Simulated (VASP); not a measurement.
# Mg (P6_3/mmc) in VASP: further runs

Runs on Mg. Level: PBEsol. Tasks: single point.

All numbers are computed with VASP 6.6.1; they aren't measurements. Logs are shortened: lines on timing, memory, paths and dates and some standing lists are left out, and cuts for length are marked.

## (1) The cell of the first run

It takes space group P6_3/mmc (No. 194, hexagonal). Conventional cell: a = 3.203 Å, b = 3.203 Å, c = 5.201 Å, α = 90.00°, β = 90.00°, γ = 120.00°. Mg (site symmetry -6m2) has 12 Mg at 3.19 to 3.20 Å within 4.2 Å.

## (2) Single point, PBEsol

Contents of INCAR:

```
PREC = Accurate
ENCUT = 520
EDIFF = 1E-6
ISMEAR = 0
SIGMA = 0.1
LREAL = F
LASPH = T
NELM = 100
ALGO = Normal
ISIF = 2
LWAVE = F
LCHARG = T
GGA = PS
LELF = T
LVHAR = T
NBANDS = 9
```

Contents of KPOINTS:

```
regular mesh
0
Gamma
  9 9 5
```

Contents of POSCAR:

```
Mg
1.0
    3.2031988900      0.0000000000      0.0000000000
   -1.6015994400      2.7740516100      0.0000000000
    0.0000000000      0.0000000000      5.2010000000
Mg
2
Direct
    0.3333333300      0.6666666700      0.2500000000
    0.6666666700      0.3333333300      0.7500000000
```

Potentials or basis: VASP PAW PBE potentials, release 64 (Mg).

On the command line:

```sh
$ cat potpaw_PBE.64/Mg/POTCAR > POTCAR
$ mpirun -np 1 vasp_std > vasp.out
```

OUTCAR:

```text
PREC = Accurate
   ENCUT = 520
   EDIFF = 1E-6
   ISMEAR = 0
   LREAL = F
   LASPH = T
   NELM = 100
   ISIF = 2
   GGA = PS

 ion  position               nearest neighbor table
   1  0.333  0.667  0.250-   2 3.19   2 3.19   2 3.19   2 3.19   2 3.19   2 3.19
   2  0.667  0.333  0.750-   1 3.19   1 3.19   1 3.19   1 3.19   1 3.19   1 3.19

  LATTYP: Found a hexagonal cell.
 ALAT       =     3.2031988900
 C/A-ratio  =     1.6236893738

  Lattice vectors:

 A1 = (   3.2031988900,   0.0000000000,   0.0000000000)
 A2 = (  -1.6015994400,   2.7740516100,   0.0000000000)
 A3 = (   0.0000000000,   0.0000000000,   5.2010000000)

Analysis of symmetry for initial positions (statically):
=====================================================================
 Subroutine PRICEL returns:
 Original cell was already a primitive cell.

 Routine SETGRP: Setting up the symmetry group for a
 hexagonal supercell.

 Subroutine GETGRP returns: Found 24 space group operations
 (whereof 12 operations were pure point group operations)
 out of a pool of 24 trial point group operations.

The static configuration has the point symmetry D_3d.
 The point group associated with its full space group is D_6h.

Analysis of symmetry for dynamics (positions and initial velocities):
=====================================================================
 Subroutine PRICEL returns:
 Original cell was already a primitive cell.

 Routine SETGRP: Setting up the symmetry group for a
 hexagonal supercell.

 Subroutine GETGRP returns: Found 24 space group operations
 (whereof 12 operations were pure point group operations)
 out of a pool of 24 trial point group operations.

The dynamic configuration has the point symmetry D_3d.
 The point group associated with its full space group is D_6h.

 Subroutine INISYM returns: Found 24 space group operations
 (whereof 12 operations are pure point group operations),
 and found     1 'primitive' translations

----------------------------------------------------------------------------------------

                                     Primitive cell

  volume of cell :      46.2152

  direct lattice vectors                    reciprocal lattice vectors
     3.203198890  0.000000000  0.000000000     0.312187920  0.180241779  0.000000000
    -1.601599440  2.774051610  0.000000000     0.000000000  0.360483560  0.000000000
     0.000000000  0.000000000  5.201000000     0.000000000  0.000000000  0.192270717

  length of vectors
     3.203198890  3.203198886  5.201000000     0.360483560  0.360483560  0.192270717

  position of ions in fractional coordinates (direct lattice)
     0.333333330  0.666666670  0.250000000
     0.666666670  0.333333330  0.750000000

  ion indices of the primitive-cell ions
   primitive index   ion index
                 1           1
                 2           2

----------------------------------------------------------------------------------------

 KPOINTS: regular mesh

Automatic generation of k-mesh.
 Grid dimensions read from file:
 generate k-points for:    9    9    5

 Generating k-lattice:

  Cartesian coordinates                     Fractional coordinates (reciprocal lattice)
     0.034687547  0.020026864  0.000000000     0.111111111  0.000000000  0.000000000
     0.000000000  0.040053729  0.000000000     0.000000000  0.111111111  0.000000000
     0.000000000  0.000000000  0.038454143     0.000000000  0.000000000  0.200000000

  Length of vectors
     0.040053729  0.040053729  0.038454143

  Shift w.r.t. Gamma in fractional coordinates (k-lattice)
     0.000000000  0.000000000  0.000000000

 Subroutine IBZKPT returns following result:
 ===========================================

 Found     36 irreducible k-points:

 Following reciprocal coordinates:
            Coordinates               Weight
  0.000000  0.000000  0.000000      1.000000
  0.111111  0.000000  0.000000      6.000000
  0.222222 -0.000000  0.000000      6.000000
  0.333333  0.000000  0.000000      6.000000
  0.444444 -0.000000  0.000000      6.000000
  0.111111  0.111111  0.000000      6.000000
[... 16 lines left out ...]
  0.333333  0.222222  0.200000     24.000000
  0.333333  0.333333  0.200000      4.000000
 [... further k-points ...]
   k-points           NKPTS =     36   k-points in BZ     NKDIM =     36   number of bands    NBANDS=      9
   number of dos      NEDOS =    301   number of ions     NIONS =      2
   total plane-waves  NPLWV =  23040
   dimension x,y,z NGX =    24 NGY =   24 NGZ =   40
   dimension x,y,z NGXF=    48 NGYF=   48 NGZF=   80
   ions per type =               2
   NGX,Y,Z   is equivalent  to a cutoff of  12.46, 12.46, 12.79 a.u.
   NGXF,Y,Z  is equivalent  to a cutoff of  24.91, 24.91, 25.57 a.u.
 SYSTEM =  unknown system
   PREC   = accura    normal or accurate (medium, high low for compatibility)
   ISTART =      0    job   : 0-new  1-cont  2-samecut
   ICHARG =      2    charge: 1-file 2-atom 10-const
   ISPIN  =      1    spin polarized calculation?
   LNONCOLLINEAR =      F non collinear calculations
   LSORBIT =      F    spin-orbit coupling
   LASPH  =      T    aspherical Exc in radial PAW
   ENCUT  =  520.0 eV  38.22 Ry    6.18 a.u.   5.96  5.96  9.67*2*pi/ulx,y,z
   NELM   =    100;   NELMIN=  2; NELMDL= -5     # of ELM steps
   EDIFF  = 0.1E-05   stopping-criterion for ELM
   LREAL  =      F    real-space projection
   EDIFFG = 0.1E-04   stopping-criterion for IOM
   NSW    =      0    number of steps for IOM
   IBRION =     -1    ionic relax: 0-MD 1-quasi-New 2-CG
   NFREE  =      0    steps in history (QN), initial steepest desc. (CG)
   ISIF   =      2    stress and relaxation
   ISYM   =      2    0-nonsym 1-usesym 2-fastsym
   POTIM  = 0.5000    time-step for ionic-motion
   TEBEG  =    0.0;   TEEND  =   0.0 temperature during run
   PSTRESS=    0.0 pullay stress
   NELECT =       4.0000    total number of electrons
   NUPDOWN=      -1.0000    fix difference up-down
   EMIN   =  10.00;   EMAX   =-10.00  energy-range for DOS
   EFERMI =   0.00;   METHOD = LEGACY
   ISMEAR =     0;   SIGMA  =   0.10  broadening in eV -4-tet -1-fermi 0-gaus
   EFERMI_NEDOS =   21; number of points for ismear=-14 and -15
   IALGO  =     38    algorithm
   IMIX   =      4    mixing-type and parameters
     AMIX     =   0.40;   BMIX     =  1.00
     AMIX_MAG =   1.60;   BMIX_MAG =  1.00
  volume/ion in A,a.u.               =      23.11       155.94
  Fermi-wavevector in a.u.,A,eV,Ry     =   0.724158  1.368459  7.134952  0.524404
  Thomas-Fermi vector in A             =   1.814556
   LORBIT       =      0    0 simple, 1 ext, 2 COOP (PROOUT), +10 PAW based schemes
   GGA     = PS    functional components
   LHFCALC =     F    Hartree Fock is set to
   AEXX    =    0.0000 exact exchange contribution
   IVDW    =     0    specifies the selected vdW correction
   LEPSILON=     F    determine dielectric tensor
   LRPA    =     F    only Hartree local field effects (RPA)
 non-spin polarized calculation
 Gauss-broadening in eV      SIGMA  =   0.10
  energy-cutoff  :      520.00
  volume of cell :       46.22
 maximum number of plane-waves:      1269
 NGX is ok and might be reduce to    24
   NGX = 11   NGY = 11   NGZ = 19

 number of electron       4.0000000 magnetization

 Free energy of the ion-electron system (eV)
  ---------------------------------------------------
  ext. energy  EPLUGINS =         0.00000000
  ---------------------------------------------------
  free energy    TOTEN  =        -3.43963474 eV

  energy without entropy =       -3.43573943  energy(sigma->0) =       -3.43768709

 E-fermi :   2.5112     XC(G=0):  -8.5132

 val. band max:        2.4957443984   @ k =   0.4444  -0.0000   0.4000
 cond. band min:       2.6109841404   @ k =   0.4444   0.1111   0.4000
 fundamental gap:      0.1152397420
 Fermi energy:         2.5111807338

 k-point     1 :       0.0000    0.0000    0.0000
  band No.  band energies     occupation
      1      -4.3426      2.00000
      2       0.8832      2.00000
      3       1.3186      2.00000
      4      13.4469      0.00000
      5      13.4469      0.00000
      6      13.5516      0.00000
      7      13.5516      0.00000
      8      14.3382      0.00000
      9      15.9359      0.00000

 k-point     2 :       0.1111    0.0000    0.0000
  band No.  band energies     occupation
      1      -4.1009      2.00000
      2       1.1044      2.00000
      3       1.5533      2.00000
      4      10.3298      0.00000
      5      11.8770      0.00000
      6      12.6682      0.00000
      7      15.0228      0.00000
      8      15.1478      0.00000
      9      15.4155      0.00000

 k-point     3 :       0.2222   -0.0000    0.0000
  band No.  band energies     occupation
      1      -3.3792      2.00000
      2       1.7685      2.00000
      3       2.2389      1.99988
      4       7.0914      0.00000
      5      10.6594      0.00000
      6      10.9951      0.00000
      7      11.7928      0.00000
      8      13.1763      0.00000
      9      15.1708      0.00000

 k-point     4 :       0.3333    0.0000    0.0000
  band No.  band energies     occupation
      1      -2.1884      2.00000
      2       2.8769      0.00000
      3       3.1377      0.00000
      4       4.4387      0.00000
      5       8.9101      0.00000
      6       9.0751      0.00000
      7       9.8499      0.00000
      8      11.5779      0.00000
      9      14.2567      0.00000
[... 205 lines left out ...]
 k-point    22 :       0.2222    0.2222    0.2000
  band No.  band energies     occupation
      1      -1.2651      2.00000
      2       1.8874      2.00000
      3       4.8386      0.00000
      4       4.8463      0.00000
      5       6.3849      0.00000
      6       8.1581      0.00000
      7       8.3394      0.00000
      8      12.2223      0.00000
      9      12.4880      0.00000

 k-point    23 :       0.3333    0.2222    0.2000
  band No.  band energies     occupation
      1       0.3567      2.00000
      2       2.3333      1.98810
      3       3.5201      0.00000
      4       4.4945      0.00000
      5       5.6972      0.00000
      6       7.4002      0.00000
      7       8.3114      0.00000
      8      10.0411      0.00000
      9      11.9708      0.00000

 k-point    24 :       0.3333    0.3333    0.2000
  band No.  band energies     occupation
      1       2.1467      2.00000
      2       2.1583      2.00000
      3       2.1583      2.00000
      4       5.2375      0.00000
      5       5.5483      0.00000
      6       5.5483      0.00000
      7       9.4282      0.00000
      8      10.0000      0.00000
      9      10.0000      0.00000

 [... further k-points ...]
[... 5 lines left out ...]
  --------------------------------------------------------------------------------------
  -------------------------------------------------------------------------------------
  Total       -0.3111495     -0.3111495     -0.2631011     -0.0000000      0.0000000      0.0000000
  in kB      -10.7868438    -10.7868438     -9.1211168     -0.0000000      0.0000000      0.0000000
  external PRESSURE =     -10.2316015 kB  Pullay stress =       0.0000000 kB

 VOLUME and BASIS-vectors are now :
 -----------------------------------------------------------------------------
  energy-cutoff  :      520.00
  volume of cell :       46.22
      direct lattice vectors                 reciprocal lattice vectors
     3.203198890  0.000000000  0.000000000     0.312187920  0.180241779  0.000000000
    -1.601599440  2.774051610  0.000000000     0.000000000  0.360483560  0.000000000
     0.000000000  0.000000000  5.201000000     0.000000000  0.000000000  0.192270717

 POSITION                                       TOTAL-FORCE (eV/Angst)
 -----------------------------------------------------------------------------------
     -0.00000      1.84937      1.30025         0.000000      0.000000      0.000000
      1.60160      0.92468      3.90075        -0.000000     -0.000000      0.000000
 -----------------------------------------------------------------------------------
    total drift:                                0.000000     -0.000000      0.000000

  FREE ENERGIE OF THE ION-ELECTRON SYSTEM (eV)
  ---------------------------------------------------
  free  energy   TOTEN  =        -3.4396347404 eV

  energy  without entropy=       -3.4357394312  energy(sigma->0) =       -3.43768709
```

It took 10 s on 1 thread of AMD EPYC 7R13 (Zen 3), shared host; peak memory 0.13 GiB.

Results:

- Free energy: -3.4396 eV
- Pressure: -1.0 GPa
- Band gap on the k mesh: zero (band 2 reaches 3.54 eV, above the bottom of band 3 at 1.32 eV)

Caveat: the PAW data sets were made with another functional, which shifts forces and pressure a little.

## (3) Single point, PBEsol

Contents of INCAR:

```
SYSTEM = Mg
ALGO = Normal
EDIFF = 1E-6
ENCUT = 520
GGA = PS
ISIF = 2
ISMEAR = 0
LASPH = .True.
LCHARG = .False.
LREAL = .False.
LWAVE = .False.
NBANDS = 9
NELM = 80
PREC = Accurate
SIGMA = 0.1
```

Contents of KPOINTS:

```
k-points
0
Gamma
  9 9 5
  0 0 0
```

POSCAR is that of step 2.

Potentials or basis: VASP PAW PBE potentials, release 64 (Mg).

On the command line:

```sh
$ cat potpaw_PBE.64/Mg/POTCAR > POTCAR
$ mpirun -np 1 vasp_std > vasp.out
```

It took 9 s on 1 thread of AMD EPYC 7R13 (Zen 3), shared host; peak memory 0.13 GiB.

The run converged. Its results:

| Property | Result |
| --- | --- |
| Free energy | -3.4396 eV |
| Pressure | -1.0 GPa |
| Band gap on the k mesh | zero (band 2 reaches 3.54 eV, above the bottom of band 3 at 1.32 eV) |

Stress tensor (GPa, compression positive):
```
-1.08  0.00  0.00
 0.00 -1.08  0.00
 0.00  0.00 -0.91
```

Levels at points of the mesh, in eV from the Fermi level:
| k point | band 1 | band 2 | band 3 | band 4 | band 5 | band 6 | band 7 |
| --- | --- | --- | --- | --- | --- | --- | --- |
| (0.00, 0.00, 0.00) | -6.85 | -1.63 | -1.19 | 10.94 | 10.94 | 11.04 | 11.04 |

Caveat: the PAW data sets were made with another functional, which shifts forces and pressure a little.

## (4) Single point, PBEsol

Contents of INCAR:

```
SYSTEM = Mg
PREC = Accurate
ENCUT = 520
EDIFF = 1E-7
ISMEAR = -5
SIGMA = 0.1
LREAL = .False.
LASPH = .True.
NELM = 60
ALGO = Normal
ISIF = 2
LWAVE = .False.
LCHARG = .True.
GGA = PS
LELF = .True.
LVHAR = .True.
NBANDS = 9
```

Contents of KPOINTS:

```
Automatic mesh
0
Gamma
  9 9 5
  0 0 0
```

POSCAR is that of step 3.

On the command line:

```sh
$ cat potpaw_PBE.64/Mg/POTCAR > POTCAR
$ mpirun -np 1 vasp_std > vasp.out
```

It took 12 s on 1 thread of AMD EPYC 7R13 (Zen 3), shared host; peak memory 0.13 GiB.

The run converged. Its results:

```yaml
Free_energy: -3.4318 eV
Pressure: -1.2 GPa
Band_gap_on_the_k_mesh: zero (band 2 reaches 3.55 eV, above the bottom of band 3 at 1.32 eV)
```

Stress tensor (GPa, compression positive):
```
-0.70  0.00  0.00
 0.00 -0.70  0.00
 0.00  0.00 -2.35
```

Levels at points of the mesh, in eV from the Fermi level:
| k point | band 1 | band 2 | band 3 | band 4 | band 5 |
| --- | --- | --- | --- | --- | --- |
| (0.00, 0.00, 0.00) | -6.88 | -1.65 | -1.22 | 10.91 | 10.91 |

Caveat: the PAW data sets were made with another functional, which shifts forces and pressure a little; tetrahedron occupations give inexact forces and stress in metals.
